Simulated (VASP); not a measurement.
Input of a VASP 6.6.1 run:

POSCAR

```
Sn8O15
1.0
    0.0000000000      5.7509120000      5.2471140000
    4.7351460000      0.0000000000      5.2471140000
    4.7351460000      5.7509120000      0.0000000000
Sn O
8 15
Direct
    0.4680909615      0.2784537105      0.1989769749
    0.5121620839      0.6995783128      0.2880155227
    0.0350958086      0.2145214095      0.3003795038
    0.4605538502      0.2833794815      0.7085840187
    0.9398238382      0.7820554654      0.7688804508
    0.0410319554      0.2126968563      0.7913815818
    0.5614041770      0.7124898151      0.7310485679
    0.9897347308      0.7949979813      0.2128041013
    0.9752783226      0.1205856133      0.6240292307
    0.7966423526      0.1420877760      0.1075024161
    0.3598240445      0.2164961956      0.5353129355
    0.3658706220      0.0375940254      0.2375945327
    0.1328905363      0.4589210767      0.2611669628
    0.1431310221      0.2796920765      0.9630455287
    0.7065935987      0.3644406880      0.3954102226
    0.5275751843      0.3727553593      0.8767763342
    0.4734020253      0.5973848873      0.1114599931
    0.3026382567      0.6132576053      0.5969055026
    0.7455880477      0.7650286456      0.2408163695
    0.8963499889      0.5352486003      0.7106413891
    0.6059983901      0.9606344294      0.7859417057
    0.1981472091      0.8822676628      0.9033773839
    0.0258305670      0.8986366734      0.3899643539
```

File INCAR.step1:

```
SYSTEM = Sn8O15
PREC = Accurate
ENCUT = 520
ISMEAR = 0
SIGMA = 0.05
LREAL = Auto
LASPH = .True.
NELM = 100
NBANDS = 118
NELECT = 204.0
GGA = PE
ALGO = Normal
EDIFF = 1E-4
LWAVE = .True.
LCHARG = .False.
```

INCAR.step2

```
SYSTEM = Sn8O15
PREC = Accurate
ENCUT = 520
EDIFF = 1E-6
ISMEAR = 0
SIGMA = 0.05
LREAL = Auto
LASPH = .True.
NELM = 100
ALGO = Normal
ISIF = 2
LWAVE = .False.
LCHARG = .True.
METAGGA = R2SCAN
LMIXTAU = .True.
LELF = .True.
LVHAR = .True.
NBANDS = 118
NELECT = 204.0
ISTART = 1
```

File KPOINTS:

```
regular mesh
0
Gamma
  2 2 2
  0 0 0
```

Potentials or basis: VASP PAW PBE potentials, release 64 (Sn_d, O).

Run with:

```console
$ cat potpaw_PBE.64/Sn_d/POTCAR potpaw_PBE.64/O/POTCAR > POTCAR
$ cp INCAR.step1 INCAR
$ mpirun -np 1 vasp_std > vasp.out
$ cp INCAR.step2 INCAR
$ mpirun -np 1 vasp_std > vasp.out
```

(1) Predict the largest force.

## Answers

(1) 0.101 eV/Å.

Caveat: the k points lie up to 0.52 Å⁻¹ apart; the cell carries a net charge on a neutralising background, which shifts energy and pressure; the PAW data sets were made with another functional, which shifts forces and pressure a little.
